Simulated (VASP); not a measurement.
## HfO2: single point with PBE

HfO2:

```
CELL_PARAMETERS angstrom
0.00000 2.54881 2.54881
2.54881 0.00000 2.54881
2.54881 2.54881 0.00000
ATOMIC_POSITIONS crystal
Hf 0.00000 0.00000 0.00000
O 0.25000 0.25000 0.25000
O 0.75000 0.75000 0.75000
```

```json
{
  "Program": "VASP 6.6.1",
  "Task": "single point",
  "Functional": "PBE",
  "Potentials or basis": "VASP PAW PBE potentials, release 64 (Hf_pv, O)",
  "Cutoff": "520 eV",
  "k mesh": "9 × 9 × 9",
  "Occupations": "fermi-dirac, width 0.02 eV",
  "Spin": "non-collinear spin, zero start, spin-orbit coupling",
  "Starting moments": "[[0.0, 0.0, 0.0], [0.0, 0.0, 0.0], [0.0, 0.0, 0.0]] μB",
  "Dipole correction": "no",
  "Further INCAR settings": "ALGO = Normal; EDIFF = 1e-06; NBANDS = 35"
}
```

| Property | Result |
| --- | --- |
| Pressure | -3.5 GPa |
| Net moment | 0.00 μB per cell |
| Valence electrons inside the program's atomic spheres | Hf 8.23; O 5.10 |

Moments on the atoms (μB; x, y, z):
```
Hf  0.00 0.00 0.00
O   0.00 0.00 0.00
O   0.00 0.00 0.00
```

Run time: 77 s on 1 thread of Intel(R) Xeon(R) Platinum 8488C (Sapphire Rapids) (shared host), peak memory 0.27 GiB.
